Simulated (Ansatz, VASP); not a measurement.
**One calculation of TiAl, two programs**

Contents of POSCAR:

```
TiAl
1.0
    3.2190510025     -0.3444740925     -0.3444740925
   -0.3444740925      3.2190510025     -0.3444740925
   -0.3444740925     -0.3444740925      3.2190510025
Ti Al
1 1
Direct
    0.0000000000      0.0000000000      0.0000000000
    0.5000000000      0.5000000000      0.5000000000
```

INCAR.step1

```
ALGO = Normal
EDIFF = 1E-4
ENCUT = 520
GGA = PE
ISMEAR = 0
LASPH = True
LCHARG = False
LREAL = False
LWAVE = True
NBANDS = 14
NELM = 80
PREC = Accurate
SIGMA = 0.15
```

Contents of INCAR.step2:

```
ALGO = Normal
EDIFF = 1E-6
ENCUT = 520
ISIF = 2
ISMEAR = 0
ISTART = 1
LASPH = True
LCHARG = False
LMIXTAU = True
LREAL = False
LWAVE = False
METAGGA = R2SCAN
NBANDS = 14
NELM = 80
PREC = Accurate
SIGMA = 0.15
```

Contents of KPOINTS:

```
k-points
0
Gamma
  16 16 16
```

Input for Ansatz:

```yaml
crystal:
  lattice:
    - [3.2190510025, -0.3444740925, -0.3444740925]
    - [-0.3444740925, 3.2190510025, -0.3444740925]
    - [-0.3444740925, -0.3444740925, 3.2190510025]
  atoms:
    - { symbol: Ti, position: [0.0, 0.0, 0.0] }
    - { symbol: Al, position: [0.5, 0.5, 0.5] }
basis:
  ecutwfc: 500
kpoints:
  mp_grid: { grid: [16, 16, 16] }
hamiltonian:
  xc: r2scan
scf:
  occupations: { method: gaussian, width: 0.15 }
output:
  forces: true
  stress: true
  eigenvalues: true
```

Alike in both runs: task single point; functional r2SCAN; k mesh 16 × 16 × 16; occupations gaussian, width 0.15 eV; no spin polarisation.

```csv
,VASP,Ansatz
version,VASP 6.6.1,Ansatz 0.2.0
potentials or method,"VASP PAW PBE potentials, release 64 (Ti_sv, Al), cutoff 520 eV","scalar-relativistic, plane waves, PAW"
valence electrons in the cell,15,15
```

|  | VASP | Ansatz | Ansatz less VASP |
| --- | --- | --- | --- |
| gap on the k mesh at the Fermi level (eV) | none | none | - |
| pressure (GPa) | 17.3 | 17.3 | -0.10 |
| traceless stress, the component that is largest in VASP (GPa) | 37.39 | 37.40 | +0.013 |

VASP's potentials were made for PBE, not for r2SCAN. A gap of «none» marks a metal or a gap that the smearing closes.
